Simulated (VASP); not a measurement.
Input of a VASP 6.6.1 run:

File INCAR:

```
PREC     = Accurate       # precision mode
ENCUT    = 520            # plane-wave cutoff, eV
EDIFF    = 1E-6           # SCF threshold, eV
ISMEAR   = -1             # smearing method
SIGMA    = 0.15           # smearing width, eV
LREAL    = False          # projectors in reciprocal space
LASPH    = True           # aspherical terms in the spheres
NELM     = 100            # most SCF steps
ALGO     = Normal         # electronic algorithm
ISIF     = 2              # what is computed and relaxed
LWAVE    = False          # write WAVECAR
LCHARG   = False          # write CHGCAR
GGA      = CA             # functional
NBANDS   = 13             # bands
```

File KPOINTS:

```
Automatic mesh
0
Gamma
  5 6 4
```

File POSCAR:

```
LiMg
1.0
    4.9126250000      0.0000000000      0.0000000000
    0.0000000000      3.3402490000      0.0000000000
    0.0000000000      0.0000000000      4.9339590000
Li Mg
2 2
Direct
    0.7500000000      0.0000000000      0.2571170000
    0.2500000000      0.0000000000      0.7428830000
    0.2500000000      0.5000000000      0.2438730000
    0.7500000000      0.5000000000      0.7561270000
```

Potentials or basis: VASP PAW LDA potentials, release 64 (Li_sv, Mg).

Run with:

```sh
$ cat potpaw_LDA.64/Li_sv/POTCAR potpaw_LDA.64/Mg/POTCAR > POTCAR
$ mpirun -np 1 vasp_std > vasp.out
```

Estimate the largest force.

0.013 eV/Å.

What does it give for the band gap on the k mesh?

Zero (band 5 reaches 3.98 eV, above the bottom of band 6 at -0.04 eV).

Forces in eV/Å, atoms in the order of the input:
```
Li   0.000  0.000 -0.013
Li   0.000  0.000  0.013
Mg   0.000  0.000  0.005
Mg   0.000  0.000 -0.005
```
